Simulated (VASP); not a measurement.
Here is a VASP 6.6.1 calculation.

The input INCAR:

```
SYSTEM = Au
ALGO     = Normal         ! electronic algorithm
EDIFF    = 1E-6           ! SCF threshold, eV
ENCUT    = 500            ! plane-wave cutoff, eV
GGA      = PE             ! functional
GGA_COMPAT= .False.      
ISIF     = 2              ! what is computed and relaxed
ISMEAR   = 1              ! smearing method
LASPH    = .True.         ! aspherical terms in the spheres
LCHARG   = .False.        ! write CHGCAR
LREAL    = .False.        ! projectors in reciprocal space
LWAVE    = .False.        ! write WAVECAR
NBANDS   = 12             ! bands
NELM     = 120            ! most SCF steps
PREC     = Accurate       ! precision mode
SIGMA    = 0.2            ! smearing width, eV
```

Contents of KPOINTS:

```
k-points
0
Gamma
  18 18 18
  0 0 0
```

The input POSCAR:

```
Au
1.0
    0.0000000000      2.0578576871      2.0578576871
    2.0578576871      0.0000000000      2.0578576871
    2.0578576871      2.0578576871      0.0000000000
Au
1
Direct
    0.0000000000      0.0000000000      0.0000000000
```

Potentials or basis: VASP PAW PBE potentials, release 64 (Au).

Command:

```console
$ cat potpaw_PBE.64/Au/POTCAR > POTCAR
$ mpirun -np 1 vasp_std > vasp.out
```

(1) What does it give for the pressure?

Results:

(1) 4.5 GPa.
